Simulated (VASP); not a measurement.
# MnO (P-6m2) in VASP: notebook, part 2 of 2

VASP 6.6.1.

### 3 Single point, PBE, collinear spin, ferromagnetic start

This run uses another cell than the first one, of 11.29 Å³/atom, 1.020 times its volume.

The input, INCAR:

```
PREC = Accurate ; ENCUT = 520
EDIFF = 1E-6 ; ISMEAR = -1
SIGMA = 0.05 ; LREAL = False
LASPH = True ; NELM = 150
ALGO = Normal ; ISIF = 2
LWAVE = False ; LCHARG = True
ISPIN = 2 ; MAGMOM = 4 0
LORBIT = 11 ; LMAXMIX = 4
GGA = PE ; LELF = True
LVHAR = True ; NBANDS = 20
```

The input, KPOINTS:

```
regular mesh
0
Gamma
  10 10 9
```

The input, POSCAR:

```
MnO
1.0
    2.9891519527      0.0000000000      0.0000000000
   -1.4945759814      2.5886815226      0.0000000000
    0.0000000000      0.0000000000      2.9172642134
Mn O
1 1
Direct
    0.0000000000      0.0000000000      0.0000000000
    0.6666666667      0.3333333333      0.5000000000
```

Potentials or basis: VASP PAW PBE potentials, release 64 (Mn_pv, O).

On the command line:

```
> cat potpaw_PBE.64/Mn_pv/POTCAR potpaw_PBE.64/O/POTCAR > POTCAR
> mpirun -np 1 vasp_std > vasp.out
```

OUTCAR:

```text
PREC = Accurate
   ENCUT = 520
   EDIFF = 1E-6
   ISMEAR = -1
   LREAL = False
   LASPH = True
   NELM = 150
   ISIF = 2
   ISPIN = 2
   LORBIT = 11
   GGA = PE

 ion  position               nearest neighbor table
   1  0.000  0.000  0.000-   2 2.26   2 2.26   2 2.26   2 2.26   2 2.26   2 2.26
   2  0.667  0.333  0.500-   1 2.26   1 2.26   1 2.26   1 2.26   1 2.26   1 2.26

  LATTYP: Found a hexagonal cell.
 ALAT       =     2.9891519527
 C/A-ratio  =     0.9759504567

  Lattice vectors:

 A1 = (   2.9891519527,   0.0000000000,   0.0000000000)
 A2 = (  -1.4945759814,   2.5886815226,   0.0000000000)
 A3 = (   0.0000000000,   0.0000000000,   2.9172642134)

Analysis of symmetry for initial positions (statically):
=====================================================================
 Subroutine PRICEL returns:
 Original cell was already a primitive cell.

 Routine SETGRP: Setting up the symmetry group for a
 hexagonal supercell.

 Subroutine GETGRP returns: Found 12 space group operations
 (whereof 12 operations were pure point group operations)
 out of a pool of 24 trial point group operations.

The static configuration has the point symmetry D_3h.

Analysis of symmetry for dynamics (positions and initial velocities):
=====================================================================
 Subroutine PRICEL returns:
 Original cell was already a primitive cell.

 Routine SETGRP: Setting up the symmetry group for a
 hexagonal supercell.

 Subroutine GETGRP returns: Found 12 space group operations
 (whereof 12 operations were pure point group operations)
 out of a pool of 24 trial point group operations.

The dynamic configuration has the point symmetry D_3h.

Analysis of structural, dynamic, and magnetic symmetry:
=====================================================================
 Subroutine PRICEL returns:
 Original cell was already a primitive cell.

 Routine SETGRP: Setting up the symmetry group for a
 hexagonal supercell.

 Subroutine GETGRP returns: Found 12 space group operations
[... 139 lines left out ...]
   NGX = 11   NGY = 11   NGZ = 11

 number of electron      18.9999979 magnetization       4.8316145

 Free energy of the ion-electron system (eV)
  ---------------------------------------------------
  ext. energy  EPLUGINS =         0.00000000
  ---------------------------------------------------
  free energy    TOTEN  =       -15.97655065 eV

  energy without entropy =      -15.96785033  energy(sigma->0) =      -15.97220049

 E-fermi :   6.8339     XC(G=0): -11.7092

 val. band max:        6.8291360970   @ k =   0.4000  -0.0000   0.1111
 cond. band min:       6.8450104326   @ k =   0.3000   0.3000   0.0000
 fundamental gap:      0.0158743356
 Fermi energy:         6.8339207298

 spin component 1

 k-point     1 :       0.0000    0.0000    0.0000
  band No.  band energies     occupation
      1     -43.5255      1.00000
      2     -43.5255      1.00000
      3     -43.3509      1.00000
      4     -12.7390      1.00000
      5       2.2550      1.00000
      6       2.2550      1.00000
[... 541 lines left out ...]
     19      29.0410      0.00000
     20      31.6099      0.00000

 [... further k-points ...]

 spin component 2

 k-point     1 :       0.0000    0.0000    0.0000
  band No.  band energies     occupation
      1     -38.8487      1.00000
      2     -38.8487      1.00000
      3     -38.7168      1.00000
      4     -12.2981      1.00000
      5       3.6980      1.00000
      6       3.6980      1.00000
[... 541 lines left out ...]
     19      30.3775      0.00000
     20      32.6476      0.00000

 [... further k-points ...]
[... 5 lines left out ...]
  --------------------------------------------------------------------------------------
  -------------------------------------------------------------------------------------
  Total        0.4199787      0.4199787     -1.9654856     -0.0000000     -0.0000000      0.0000000
  in kB       29.8081819     29.8081818   -139.5012430     -0.0000001     -0.0000000      0.0000000
  external PRESSURE =     -26.6282931 kB  Pullay stress =       0.0000000 kB

 VOLUME and BASIS-vectors are now :
 -----------------------------------------------------------------------------
  energy-cutoff  :      520.00
  volume of cell :       22.57
      direct lattice vectors                 reciprocal lattice vectors
     2.989151953  0.000000000  0.000000000     0.334543046  0.193148519  0.000000000
    -1.494575981  2.588681523  0.000000000     0.000000000  0.386297036  0.000000000
     0.000000000  0.000000000  2.917264213     0.000000000  0.000000000  0.342786915

 POSITION                                       TOTAL-FORCE (eV/Angst)
 -----------------------------------------------------------------------------------
      0.00000      0.00000      0.00000        -0.000000      0.000000      0.000000
      1.49458      0.86289      1.45863         0.000000     -0.000000      0.000000
 -----------------------------------------------------------------------------------
    total drift:                               -0.000000      0.000000      0.000000

  FREE ENERGIE OF THE ION-ELECTRON SYSTEM (eV)
  ---------------------------------------------------
  free  energy   TOTEN  =       -15.9765506454 eV

  energy  without entropy=      -15.9678503299  energy(sigma->0) =      -15.97220049

 total charge

# of ion       s       p       d       tot
------------------------------------------
    1        0.207   6.177   4.947  11.330
    2        1.562   3.392   0.000   4.954
--------------------------------------------------
tot          1.769   9.569   4.947  16.285

 magnetization (x)

# of ion       s       p       d       tot
------------------------------------------
    1        0.032   0.037   4.272   4.341
    2        0.026   0.183   0.000   0.209
--------------------------------------------------
tot          0.058   0.220   4.272   4.550
```

stdout:

```text
POSCAR found type information on POSCAR MnO
 POSCAR found :  2 types and       2 ions
 scaLAPACK will be used
 LDA part: xc-table for (Slater+PW92), standard interpolation
 POSCAR, INCAR and KPOINTS ok, starting setup
 FFT: planning ... GRIDC
 FFT: planning ... GRID_SOFT
 FFT: planning ... GRID
 WAVECAR not read
 entering main loop
```

It took 32 s on 1 thread of Intel Xeon Platinum 8488C (Sapphire Rapids), shared host; peak memory 0.17 GiB.

What came out:

```
Free energy                                           : -15.9766 eV
Pressure                                              : -2.7 GPa
Net moment                                            : 4.83 μB per cell
Site moments                                          : Mn +4.34; O +0.21 μB
Valence electrons inside the program's atomic spheres : Mn 11.33; O 4.95
```

Stress tensor (GPa, compression positive):
```
  2.98   0.00   0.00
  0.00   2.98   0.00
  0.00   0.00 -13.95
```

Levels at points of the mesh, in eV from the Fermi level:
Spin up:
| k point | band 10 | band 11 | band 12 | band 13 | band 14 | band 15 |
| --- | --- | --- | --- | --- | --- | --- |
| (0.00, 0.00, 0.00) | -1.99 | -0.95 | -0.95 | -0.58 | 13.08 | 14.62 |
| (0.50, 0.00, 0.00) | -1.76 | -1.69 | -0.29 | 4.01 | 7.20 | 13.25 |
Spin down:
```
           k point  band 3  band 4  band 5  band 6  band 7  band 8  band 9  band 10  band 11  band 12
(0.00, 0.00, 0.00)  -45.55  -19.13   -3.14   -3.14   -3.12   -0.67    1.28     2.22     2.22     2.34
(0.50, 0.00, 0.00)  -45.54  -18.25   -6.47   -3.53   -3.18   -0.22    2.11     2.25     2.58     3.01
```

Caveat: a cell with one magnetic atom can't hold antiferromagnetic order, which such compounds often take; semilocal functionals often make such compounds metallic where correlation or magnetic order opens a gap, which also shifts bond lengths. With open d or f shells a metallic result of PBE can be an artefact of self-interaction; +U or a hybrid may open a gap.

### 4 Single point, PBE, collinear spin, ferromagnetic start

This run uses another cell than the first one, of 11.51 Å³/atom, 1.040 times its volume.

The input, INCAR:

```
PREC = Accurate
ENCUT = 520
EDIFF = 1E-6
ISMEAR = -1
SIGMA = 0.05
LREAL = F
LASPH = T
NELM = 150
ALGO = Normal
ISIF = 2
LWAVE = F
LCHARG = F
ISPIN = 2
MAGMOM = 4 0
LORBIT = 11
LMAXMIX = 4
GGA = PE
NBANDS = 20
```

KPOINTS is that of step 3.

The input, POSCAR:

```
MnO
1.0
    3.0085625742      0.0000000000      0.0000000000
   -1.5042812922      2.6054916139      0.0000000000
    0.0000000000      0.0000000000      2.9362080183
Mn O
1 1
Direct
    0.0000000000      0.0000000000      0.0000000000
    0.6666666667      0.3333333333      0.5000000000
```

On the command line:

```
> cat potpaw_PBE.64/Mn_pv/POTCAR potpaw_PBE.64/O/POTCAR > POTCAR
> mpirun -np 1 vasp_std > vasp.out
```

Wall time 33 s (1 thread of Intel Xeon Platinum 8488C (Sapphire Rapids), shared host); peak memory 0.17 GiB.

It converged, with:

| Quantity | Value |
| --- | --- |
| Free energy | -15.9676 eV |
| Pressure | -4.2 GPa |
| Net moment | 4.90 μB per cell |
| Site moments | Mn +4.39; O +0.22 μB |
| Valence electrons inside the program's atomic spheres | Mn 11.31; O 4.95 |

Stress tensor (GPa, compression positive):
```
  1.61   0.00   0.00
  0.00   1.61   0.00
  0.00   0.00 -15.86
```

Levels at points of the mesh, in eV from the Fermi level:
Spin up:
```
           k point  band 10  band 11  band 12  band 13  band 14  band 15
(0.00, 0.00, 0.00)    -2.04    -0.97    -0.97    -0.67    12.97    14.45
(0.50, 0.00, 0.00)    -1.81    -1.75    -0.34     3.91     7.02    13.12
```
Spin down:
| k point | band 3 | band 4 | band 5 | band 6 | band 7 | band 8 | band 9 | band 10 | band 11 | band 12 |
| --- | --- | --- | --- | --- | --- | --- | --- | --- | --- | --- |
| (0.00, 0.00, 0.00) | -45.53 | -18.96 | -3.03 | -3.03 | -3.03 | -0.60 | 1.24 | 2.21 | 2.21 | 2.33 |
| (0.50, 0.00, 0.00) | -45.52 | -18.12 | -6.31 | -3.42 | -3.07 | -0.14 | 2.11 | 2.25 | 2.57 | 2.99 |

Caveat: a cell with one magnetic atom can't hold antiferromagnetic order, which such compounds often take; semilocal functionals often make such compounds metallic where correlation or magnetic order opens a gap, which also shifts bond lengths. With open d or f shells a metallic result of PBE can be an artefact of self-interaction; +U or a hybrid may open a gap.

### 5 Summary

```csv
cell,gap on the mesh (eV),pressure (GPa),moment (μB)
"a = 2.969, b = 2.969, c = 2.898 Å, angles 90.0, 90.0, 120.0°, 2 atoms",none,-1.1,4.75
"a = 2.989, b = 2.989, c = 2.917 Å, angles 90.0, 90.0, 120.0°, 2 atoms",none,-2.7,4.83
"a = 3.009, b = 3.009, c = 2.936 Å, angles 90.0, 90.0, 120.0°, 2 atoms",none,-4.2,4.90
```

Alike in all rows: task single point; level PBE; potentials or basis VASP PAW PBE potentials, release 64 (Mn_pv, O); spin collinear, ferromagnetic start; k mesh 10 × 10 × 9; cutoff (eV) 520; smearing fermi-dirac 0.05 eV.

Caveats: a cell with one magnetic atom can't hold antiferromagnetic order, which such compounds often take; semilocal functionals often make such compounds metallic where correlation or magnetic order opens a gap, which also shifts bond lengths.

Total energies depend on the potentials used, so only differences within one code and one set of settings carry meaning.
